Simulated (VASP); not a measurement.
# TiAl (P-6m2) in VASP: a series of runs

The runs below take TiAl through single point, with r2SCAN.

Everything below comes from runs of VASP 6.6.1. Logs are shortened: lines on timing, memory, paths and dates and some standing lists are left out, and cuts for length are marked.

**1. The cell of the first run**

Symmetry: P-6m2, No. 187, hexagonal system. Conventional cell: a = 2.869 Å, b = 2.869 Å, c = 4.634 Å, α = 90.00°, β = 90.00°, γ = 120.00°. Ti (site symmetry -6m2) has 6 Al at 2.85 Å and 6 Ti at 2.87 Å within 3.8 Å. Al (site symmetry -6m2) has 6 Ti at 2.85 Å and 6 Al at 2.87 Å within 3.8 Å.

**2. Single point, r2SCAN**

Input file POSCAR:

```
TiAl
1.0
    2.8685970537      0.0000000000      0.0000000000
   -1.4342985268      2.4842779217      0.0000000000
    0.0000000000      0.0000000000      4.6338675686
Ti Al
1 1
Direct
    0.0000000000      0.0000000000      0.0000000000
    0.3333333333      0.6666666667      0.5000000000
```

Input file INCAR.step1:

```
PREC = Accurate
ENCUT = 520
ISMEAR = 0
SIGMA = 0.15
LREAL = F
LASPH = T
NELM = 100
NBANDS = 14
GGA = PE
ALGO = Normal
EDIFF = 1E-4
LWAVE = T
LCHARG = F
```

Input file INCAR.step2:

```
PREC = Accurate
ENCUT = 520
EDIFF = 1E-6
ISMEAR = 0
SIGMA = 0.15
LREAL = F
LASPH = T
NELM = 100
ALGO = Normal
ISIF = 2
LWAVE = F
LCHARG = T
METAGGA = R2SCAN
LMIXTAU = T
LELF = T
LVHAR = T
NBANDS = 14
ISTART = 1
```

Input file KPOINTS:

```
Automatic mesh
0
Gamma
  24 24 14
```

Potentials or basis: VASP PAW PBE potentials, release 64 (Ti_sv, Al).

On the command line:

```
$ cat potpaw_PBE.64/Ti_sv/POTCAR potpaw_PBE.64/Al/POTCAR > POTCAR
$ cp INCAR.step1 INCAR
$ mpirun -np 1 vasp_std > vasp.out
$ cp INCAR.step2 INCAR
$ mpirun -np 1 vasp_std > vasp.out
```

OUTCAR:

```text
PREC = Accurate
   ENCUT = 520
   EDIFF = 1E-6
   ISMEAR = 0
   LREAL = F
   LASPH = T
   NELM = 100
   ISIF = 2
   METAGGA = R2SCAN
   ISTART = 1

 ion  position               nearest neighbor table
   1  0.000  0.000  0.000-   2 2.85   2 2.85   2 2.85   2 2.85   2 2.85   2 2.85
   2  0.333  0.667  0.500-   1 2.85   1 2.85   1 2.85   1 2.85   1 2.85   1 2.85

  LATTYP: Found a hexagonal cell.
 ALAT       =     2.8685970537
 C/A-ratio  =     1.6153776504

  Lattice vectors:

 A1 = (   2.8685970537,   0.0000000000,   0.0000000000)
 A2 = (  -1.4342985268,   2.4842779217,   0.0000000000)
 A3 = (   0.0000000000,   0.0000000000,   4.6338675686)

Analysis of symmetry for initial positions (statically):
=====================================================================
 Subroutine PRICEL returns:
 Original cell was already a primitive cell.

 Routine SETGRP: Setting up the symmetry group for a
 hexagonal supercell.

 Subroutine GETGRP returns: Found 12 space group operations
 (whereof 12 operations were pure point group operations)
 out of a pool of 24 trial point group operations.

The static configuration has the point symmetry D_3h.

Analysis of symmetry for dynamics (positions and initial velocities):
=====================================================================
 Subroutine PRICEL returns:
 Original cell was already a primitive cell.

 Routine SETGRP: Setting up the symmetry group for a
 hexagonal supercell.

 Subroutine GETGRP returns: Found 12 space group operations
 (whereof 12 operations were pure point group operations)
 out of a pool of 24 trial point group operations.

The dynamic configuration has the point symmetry D_3h.

 Subroutine INISYM returns: Found 12 space group operations
 (whereof 12 operations are pure point group operations),
 and found     1 'primitive' translations

----------------------------------------------------------------------------------------

                                     Primitive cell

  volume of cell :      33.0228

  direct lattice vectors                    reciprocal lattice vectors
     2.868597054  0.000000000  0.000000000     0.348602464  0.201265726  0.000000000
    -1.434298527  2.484277922  0.000000000     0.000000000  0.402531452  0.000000000
     0.000000000  0.000000000  4.633867569     0.000000000  0.000000000  0.215802456

  length of vectors
     2.868597054  2.868597054  4.633867569     0.402531452  0.402531452  0.215802456

  position of ions in fractional coordinates (direct lattice)
     0.000000000  0.000000000  0.000000000
     0.333333333  0.666666667  0.500000000

  ion indices of the primitive-cell ions
   primitive index   ion index
                 1           1
                 2           2

----------------------------------------------------------------------------------------

 KPOINTS: Automatic mesh

Automatic generation of k-mesh.
 Grid dimensions read from file:
 generate k-points for:   24   24   14

 Generating k-lattice:

  Cartesian coordinates                     Fractional coordinates (reciprocal lattice)
     0.014525103  0.008386072  0.000000000     0.041666667  0.000000000  0.000000000
     0.000000000  0.016772144  0.000000000     0.000000000  0.041666667  0.000000000
     0.000000000  0.000000000  0.015414461     0.000000000  0.000000000  0.071428571

  Length of vectors
     0.016772144  0.016772144  0.015414461

  Shift w.r.t. Gamma in fractional coordinates (k-lattice)
     0.000000000  0.000000000  0.000000000

 Subroutine IBZKPT returns following result:
 ===========================================

 Found    488 irreducible k-points:

 Following reciprocal coordinates:
            Coordinates               Weight
  0.000000  0.000000  0.000000      1.000000
  0.041667  0.000000  0.000000      6.000000
  0.083333  0.000000  0.000000      6.000000
  0.125000  0.000000  0.000000      6.000000
  0.166667  0.000000  0.000000      6.000000
  0.208333  0.000000  0.000000      6.000000
[... 16 lines left out ...]
  0.416667  0.041667  0.000000     12.000000
  0.458333  0.041667  0.000000     12.000000
 [... further k-points ...]
   k-points           NKPTS =    488   k-points in BZ     NKDIM =    488   number of bands    NBANDS=     14
   number of dos      NEDOS =    301   number of ions     NIONS =      2
   total plane-waves  NPLWV =  20736
   dimension x,y,z NGX =    24 NGY =   24 NGZ =   36
   dimension x,y,z NGXF=    48 NGYF=   48 NGZF=   72
   ions per type =               1   1
   NGX,Y,Z   is equivalent  to a cutoff of  13.91, 13.91, 12.92 a.u.
   NGXF,Y,Z  is equivalent  to a cutoff of  27.82, 27.82, 25.83 a.u.
 SYSTEM =  unknown system
   PREC   = accura    normal or accurate (medium, high low for compatibility)
   ISTART =      1    job   : 0-new  1-cont  2-samecut
   ICHARG =      0    charge: 1-file 2-atom 10-const
   ISPIN  =      1    spin polarized calculation?
   LNONCOLLINEAR =      F non collinear calculations
   LSORBIT =      F    spin-orbit coupling
   LASPH  =      T    aspherical Exc in radial PAW
   ENCUT  =  520.0 eV  38.22 Ry    6.18 a.u.   5.33  5.33  8.62*2*pi/ulx,y,z
   NELM   =    100;   NELMIN=  2; NELMDL=  0     # of ELM steps
   EDIFF  = 0.1E-05   stopping-criterion for ELM
   LREAL  =      F    real-space projection
   EDIFFG = 0.1E-04   stopping-criterion for IOM
   NSW    =      0    number of steps for IOM
   IBRION =     -1    ionic relax: 0-MD 1-quasi-New 2-CG
   NFREE  =      0    steps in history (QN), initial steepest desc. (CG)
   ISIF   =      2    stress and relaxation
   ISYM   =      2    0-nonsym 1-usesym 2-fastsym
   POTIM  = 0.5000    time-step for ionic-motion
   TEBEG  =    0.0;   TEEND  =   0.0 temperature during run
   PSTRESS=    0.0 pullay stress
   NELECT =      15.0000    total number of electrons
   NUPDOWN=      -1.0000    fix difference up-down
   EMIN   =  10.00;   EMAX   =-10.00  energy-range for DOS
   EFERMI =   0.00;   METHOD = LEGACY
   ISMEAR =     0;   SIGMA  =   0.15  broadening in eV -4-tet -1-fermi 0-gaus
   EFERMI_NEDOS =   21; number of points for ismear=-14 and -15
   IALGO  =     38    algorithm
   IMIX   =      4    mixing-type and parameters
     AMIX     =   0.40;   BMIX     =  1.00
     AMIX_MAG =   1.60;   BMIX_MAG =  1.00
  volume/ion in A,a.u.               =      16.51       111.42
  Fermi-wavevector in a.u.,A,eV,Ry     =   1.258445  2.378116 21.547316  1.583683
  Thomas-Fermi vector in A             =   2.392054
   LORBIT       =      0    0 simple, 1 ext, 2 COOP (PROOUT), +10 PAW based schemes
   METAGGA = R2SCAN    functional components
   LHFCALC =     F    Hartree Fock is set to
   AEXX    =    0.0000 exact exchange contribution
   IVDW    =     0    specifies the selected vdW correction
   LEPSILON=     F    determine dielectric tensor
   LRPA    =     F    only Hartree local field effects (RPA)
 non-spin polarized calculation
 Gauss-broadening in eV      SIGMA  =   0.15
  energy-cutoff  :      520.00
  volume of cell :       33.02
 maximum number of plane-waves:       905
 NGX is ok and might be reduce to    24
   NGX = 11   NGY = 11   NGZ = 17

 number of electron      15.0000003 magnetization

 Free energy of the ion-electron system (eV)
  ---------------------------------------------------
  ext. energy  EPLUGINS =         0.00000000
  ---------------------------------------------------
  free energy    TOTEN  =       -20.24798919 eV

  energy without entropy =      -20.22097174  energy(sigma->0) =      -20.23448046

 E-fermi :   7.9180     XC(G=0): -11.7867

 val. band max:        7.9138065157   @ k =   0.2917   0.2500   0.5000
 cond. band min:       7.9192164363   @ k =   0.3333   0.0000   0.4286
 fundamental gap:      0.0054099205
 Fermi energy:         7.9179566104

 k-point     1 :       0.0000    0.0000    0.0000
  band No.  band energies     occupation
      1     -50.9247      2.00000
      2     -26.2032      2.00000
      3     -25.7712      2.00000
      4     -25.7712      2.00000
      5      -1.5554      2.00000
      6       5.5206      2.00000
      7       5.9092      2.00000
      8       9.3560      0.00000
      9       9.3560      0.00000
     10      10.9802      0.00000
     11      10.9802      0.00000
     12      12.2942      0.00000
     13      21.5455      0.00000
     14      21.5455      0.00000

 k-point     2 :       0.0417    0.0000    0.0000
  band No.  band energies     occupation
      1     -50.9230      2.00000
      2     -26.2015      2.00000
      3     -25.7817      2.00000
      4     -25.7735      2.00000
      5      -1.5096      2.00000
      6       5.5692      2.00000
      7       5.9167      2.00000
      8       9.3095      0.00000
      9       9.3926      0.00000
     10      10.9674      0.00000
     11      10.9892      0.00000
     12      12.3045      0.00000
     13      20.6737      0.00000
     14      21.0456      0.00000

 k-point     3 :       0.0833    0.0000    0.0000
  band No.  band energies     occupation
      1     -50.9180      2.00000
      2     -26.1966      2.00000
      3     -25.8127      2.00000
      4     -25.7805      2.00000
      5      -1.3727      2.00000
      6       5.7120      2.00000
      7       5.9389      2.00000
      8       9.1768      0.00000
      9       9.5013      0.00000
     10      10.9300      0.00000
     11      11.0169      0.00000
     12      12.3341      0.00000
     13      19.2459      0.00000
     14      20.3138      0.00000

 k-point     4 :       0.1250    0.0000    0.0000
  band No.  band energies     occupation
      1     -50.9101      2.00000
      2     -26.1888      2.00000
      3     -25.8617      2.00000
      4     -25.7914      2.00000
      5      -1.1459      2.00000
      6       5.9382      2.00000
      7       5.9742      2.00000
      8       8.9766      0.00000
      9       9.6782      0.00000
     10      10.8712      0.00000
     11      11.0656      0.00000
     12      12.3789      0.00000
     13      17.7787      0.00000
     14      19.6143      0.00000

 k-point     5 :       0.1667    0.0000    0.0000
  band No.  band energies     occupation
      1     -50.8998      2.00000
      2     -26.1786      2.00000
      3     -25.9252      2.00000
      4     -25.8057      2.00000
      5      -0.8313      2.00000
      6       6.0206      2.00000
      7       6.2261      2.00000
      8       8.7358      0.00000
      9       9.9172      0.00000
     10      10.7955      0.00000
     11      11.1385      0.00000
[... 276 lines left out ...]
 k-point    22 :       0.3750    0.0417    0.0000
  band No.  band energies     occupation
      1     -50.8346      2.00000
      2     -26.3098      2.00000
      3     -26.1141      2.00000
      4     -25.9003      2.00000
      5       2.3418      2.00000
      6       6.3355      2.00000
      7       6.4432      2.00000
      8       7.2652      2.00000
      9      10.2505      0.00000
     10      11.5285      0.00000
     11      12.0998      0.00000
     12      12.1025      0.00000
     13      13.4229      0.00000
     14      16.1059      0.00000

 k-point    23 :       0.4167    0.0417    0.0000
  band No.  band energies     occupation
      1     -50.8281      2.00000
      2     -26.3473      2.00000
      3     -26.1076      2.00000
      4     -25.9095      2.00000
      5       3.1087      2.00000
      6       5.7994      2.00000
      7       6.3691      2.00000
      8       7.0415      2.00000
      9      10.1976      0.00000
     10      11.7603      0.00000
     11      12.2252      0.00000
     12      12.2774      0.00000
     13      13.6054      0.00000
     14      15.9256      0.00000

 k-point    24 :       0.4583    0.0417    0.0000
  band No.  band energies     occupation
      1     -50.8247      2.00000
      2     -26.3667      2.00000
      3     -26.1043      2.00000
      4     -25.9143      2.00000
      5       3.8301      2.00000
      6       5.0918      2.00000
      7       6.3868      2.00000
      8       6.9508      2.00000
      9      10.1701      0.00000
     10      11.9191      0.00000
     11      12.2826      0.00000
     12      12.3833      0.00000
     13      13.7472      0.00000
     14      15.8360      0.00000

 [... further k-points ...]

------------------------ aborting loop because EDIFF is reached ----------------------------------------

  FORCE on cell =-STRESS in cart. coord.  units (eV):
  Direction    XX          YY          ZZ          XY          YZ          ZX
  --------------------------------------------------------------------------------------
  -------------------------------------------------------------------------------------
  Total        0.0358106      0.0358106     -0.0067575      0.0000000      0.0000000      0.0000000
  in kB        1.7374347      1.7374347     -0.3278569      0.0000000      0.0000000      0.0000000
  external PRESSURE =       1.0490042 kB  Pullay stress =       0.0000000 kB

 VOLUME and BASIS-vectors are now :
 -----------------------------------------------------------------------------
  energy-cutoff  :      520.00
  volume of cell :       33.02
      direct lattice vectors                 reciprocal lattice vectors
     2.868597054  0.000000000  0.000000000     0.348602464  0.201265726  0.000000000
    -1.434298527  2.484277922  0.000000000     0.000000000  0.402531452  0.000000000
     0.000000000  0.000000000  4.633867569     0.000000000  0.000000000  0.215802456

 POSITION                                       TOTAL-FORCE (eV/Angst)
 -----------------------------------------------------------------------------------
      0.00000      0.00000      0.00000        -0.000000      0.000000      0.000000
     -0.00000      1.65619      2.31693         0.000000     -0.000000      0.000000
 -----------------------------------------------------------------------------------
    total drift:                               -0.000001      0.000001      0.000000

  FREE ENERGIE OF THE ION-ELECTRON SYSTEM (eV)
  ---------------------------------------------------
  free  energy   TOTEN  =       -20.2479891908 eV

  energy  without entropy=      -20.2209717370  energy(sigma->0) =      -20.23448046
```

Wall time 5.1 min (1 thread of Intel Xeon 6975P-C (Granite Rapids), shared host); peak memory 0.35 GiB.

What came out:

```yaml
Free_energy: -20.2480 eV
Pressure: 0.1 GPa
Band_gap_on_the_k_mesh: zero (an odd number of electrons rules out a gap without spin polarisation)
```

Levels at points of the mesh, in eV from the Fermi level:
```csv
k point,band 6,band 7,band 8,band 9,band 10,band 11
"(0.00, 0.00, 0.00)",-2.40,-2.01,1.44,1.44,3.06,3.06
"(0.50, 0.00, 0.00)",-3.02,-1.55,-1.00,2.36,4.21,4.34
"(0.00, 0.00, 0.50)",-5.63,-0.38,1.45,1.45,2.98,2.98
"(0.50, 0.00, 0.50)",-2.56,-1.91,0.40,1.08,2.14,3.36
```

Caveat: the PAW data sets were made with another functional, which shifts forces and pressure a little.

**3. Single point, r2SCAN**

Input file POSCAR:

```
TiAl
1.0
    2.8685970563      0.0000000000      0.0000000000
   -1.4342985281      2.4842779240      0.0000000000
    0.0000000000      0.0000000000      4.6338675650
Ti Al
1 1
Direct
    0.0000000000      0.0000000000      0.0000000000
    0.3333333333      0.6666666667      0.5000000000
```

Input file INCAR.step1:

```
SYSTEM = TiAl
ALGO = Normal
EDIFF = 1E-4
ENCUT = 520
GGA = PE
ISMEAR = 0
LASPH = .TRUE.
LCHARG = .FALSE.
LREAL = .FALSE.
LWAVE = .TRUE.
NBANDS = 14
NELM = 100
PREC = Accurate
SIGMA = 0.15
```

Input file INCAR.step2:

```
SYSTEM = TiAl
ALGO = Normal
EDIFF = 1E-6
ENCUT = 520
ISIF = 2
ISMEAR = 0
ISTART = 1
LASPH = .TRUE.
LCHARG = .TRUE.
LELF = .TRUE.
LMIXTAU = .TRUE.
LREAL = .FALSE.
LVHAR = .TRUE.
LWAVE = .FALSE.
METAGGA = R2SCAN
NBANDS = 14
NELM = 100
PREC = Accurate
SIGMA = 0.15
```

Input file KPOINTS:

```
k-points
0
G
  12 12 8
  0 0 0
```

Potentials or basis: VASP PAW PBE potentials, release 64 (Ti_sv, Al).

On the command line:

```
$ cat potpaw_PBE.64/Ti_sv/POTCAR potpaw_PBE.64/Al/POTCAR > POTCAR
$ cp INCAR.step1 INCAR
$ mpirun -np 1 vasp_std > vasp.out
$ cp INCAR.step2 INCAR
$ mpirun -np 1 vasp_std > vasp.out
```

Run time: 1.8 min. Hardware: 1 thread of AMD EPYC 9R45 (Zen 5), shared host; peak memory 0.16 GiB.

The run converged. Its results:

```yaml
Free_energy: -20.2430 eV
Pressure: 0.1 GPa
Band_gap_on_the_k_mesh: zero (an odd number of electrons rules out a gap without spin polarisation)
```

Stress tensor (GPa, compression positive):
```
 0.20  0.00  0.00
 0.00  0.20  0.00
 0.00  0.00 -0.07
```

Levels at points of the mesh, in eV from the Fermi level:
| k point | band 5 | band 6 | band 7 | band 8 | band 9 | band 10 | band 11 | band 12 |
| --- | --- | --- | --- | --- | --- | --- | --- | --- |
| (0.00, 0.00, 0.00) | -9.48 | -2.40 | -2.02 | 1.43 | 1.43 | 3.06 | 3.06 | 4.37 |
| (0.50, 0.00, 0.00) | -3.96 | -3.03 | -1.56 | -1.00 | 2.36 | 4.20 | 4.34 | 4.35 |
| (0.00, 0.00, 0.50) | -8.52 | -5.64 | -0.39 | 1.45 | 1.45 | 2.97 | 2.97 | 7.29 |
| (0.50, 0.00, 0.50) | -3.85 | -2.57 | -1.92 | 0.39 | 1.07 | 2.13 | 3.35 | 4.20 |

Caveat: the PAW data sets were made with another functional, which shifts forces and pressure a little.

**4. Single point, r2SCAN**

Input file POSCAR:

```
TiAl
1.0
    2.8685970539      0.0000000000      0.0000000000
   -1.4342985269      2.4842779219      0.0000000000
    0.0000000000      0.0000000000      4.6338675676
Ti Al
1 1
Direct
    0.0000000000      0.0000000000      0.0000000000
    0.3333333333      0.6666666667      0.5000000000
```

Input file INCAR.step1:

```
SYSTEM = TiAl
  ALGO = Normal
  EDIFF = 1E-4
  ENCUT = 520
  GGA = PE
  ISMEAR = 0
  LASPH = .TRUE.
  LCHARG = .FALSE.
  LREAL = .FALSE.
  LWAVE = .TRUE.
  NBANDS = 14
  NELM = 80
  PREC = Accurate
  SIGMA = 0.1
```

Input file INCAR.step2:

```
SYSTEM = TiAl
  ALGO = Normal
  EDIFF = 1E-6
  ENCUT = 520
  ISIF = 2
  ISMEAR = 0
  ISTART = 1
  LASPH = .TRUE.
  LCHARG = .TRUE.
  LELF = .TRUE.
  LMIXTAU = .TRUE.
  LREAL = .FALSE.
  LVHAR = .TRUE.
  LWAVE = .FALSE.
  METAGGA = R2SCAN
  NBANDS = 14
  NELM = 80
  PREC = Accurate
  SIGMA = 0.1
```

Input file KPOINTS:

```
k-points
0
G
  18 18 10
  0 0 0
```

On the command line:

```
$ cat potpaw_PBE.64/Ti_sv/POTCAR potpaw_PBE.64/Al/POTCAR > POTCAR
$ cp INCAR.step1 INCAR
$ mpirun -np 1 vasp_std > vasp.out
$ cp INCAR.step2 INCAR
$ mpirun -np 1 vasp_std > vasp.out
```

It took 4.4 min on 1 thread of AMD EPYC 9R45 (Zen 5), shared host; peak memory 0.21 GiB.

Results (log left out):

```
Free energy            : -20.2420 eV
Pressure               : 0.1 GPa
Band gap on the k mesh : zero (an odd number of electrons rules out a gap without spin polarisation)
```

Levels at points of the mesh, in eV from the Fermi level:
| k point | band 4 | band 5 | band 6 | band 7 | band 8 | band 9 | band 10 | band 11 |
| --- | --- | --- | --- | --- | --- | --- | --- | --- |
| (0.00, 0.00, 0.00) | -33.69 | -9.47 | -2.39 | -2.00 | 1.44 | 1.44 | 3.07 | 3.07 |
| (0.50, 0.00, 0.00) | -33.82 | -3.95 | -3.01 | -1.55 | -0.99 | 2.36 | 4.21 | 4.34 |
| (0.00, 0.00, 0.50) | -33.69 | -8.50 | -5.63 | -0.38 | 1.46 | 1.46 | 2.98 | 2.98 |
| (0.50, 0.00, 0.50) | -33.82 | -3.84 | -2.56 | -1.91 | 0.41 | 1.08 | 2.14 | 3.37 |

Caveat: the PAW data sets were made with another functional, which shifts forces and pressure a little.

[end of part 1 of 2]
